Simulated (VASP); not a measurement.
Input of a VASP 6.6.1 run:

File INCAR:

```
PREC = Accurate
ENCUT = 520
EDIFF = 1E-6
ISMEAR = 0
SIGMA = 0.1
LREAL = F
LASPH = T
NELM = 150
ALGO = Normal
ISIF = 2
LWAVE = F
LCHARG = F
ISPIN = 2
MAGMOM = 5 0
LORBIT = 11
LMAXMIX = 4
GGA = PE
NBANDS = 20
```

KPOINTS

```
regular mesh
0
Gamma
  12 12 12
```

File POSCAR:

```
MnSb
1.0
    3.3636440039      0.0000000000      0.0000000000
    0.0000000000      3.3636440039      0.0000000000
    0.0000000000      0.0000000000      3.3636440039
Mn Sb
1 1
Direct
    0.0000000000      0.0000000000      0.0000000000
    0.5000000000      0.5000000000      0.5000000000
```

Potentials or basis: VASP PAW PBE potentials, release 64 (Mn_pv, Sb).

Run with:

```sh
$ cat potpaw_PBE.64/Mn_pv/POTCAR potpaw_PBE.64/Sb/POTCAR > POTCAR
$ mpirun -np 1 vasp_std > vasp.out
```

Question: Estimate the site moments.

Answer: Mn +3.23; Sb -0.11 μB.

Question: Estimate the pressure.

Answer: 0.0 GPa.

Question: What does it give for the net moment?

Answer: 3.13 μB per cell.

Caveat: a cell with one magnetic atom can't hold antiferromagnetic order, which such compounds often take.
